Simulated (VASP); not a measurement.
A run of VASP 6.6.1:

Contents of INCAR:

```
  PREC = Accurate
  ENCUT = 520
  EDIFF = 1E-7
  ISMEAR = 0
  SIGMA = 0.15
  LREAL = False
  LASPH = True
  NELM = 80
  ALGO = Normal
  ISIF = 2
  LWAVE = False
  LCHARG = False
  NBANDS = 18
```

KPOINTS

```
Automatic mesh
0
Gamma
  20 20 20
```

File POSCAR:

```
Si2W
1.0
   -1.6361888210      1.6361888210      3.5358040421
    1.6361888210     -1.6361888210      3.5358040421
    1.6361888210      1.6361888210     -3.5358040421
Si W
2 1
Direct
    0.3346644983      0.3346644983      0.0000000000
    0.6653355017      0.6653355017      0.0000000000
    0.0000000000      0.0000000000      0.0000000000
```

Potentials or basis: VASP PAW LDA potentials, release 64 (Si, W_sv).

Command:

```sh
$ cat potpaw_LDA.64/Si/POTCAR potpaw_LDA.64/W_sv/POTCAR > POTCAR
$ mpirun -np 1 vasp_std > vasp.out
```

Hardware: 1 thread of Intel(R) Xeon(R) 6975P-C (Granite Rapids), with other jobs on the host.

Task: How long does it take, and how much memory?

Result: Wall time 2.4 min on 1 thread of Intel(R) Xeon(R) 6975P-C (Granite Rapids), with other jobs on the host, peak memory 0.49 GiB. Counts: scf iterations 13, k points 641.
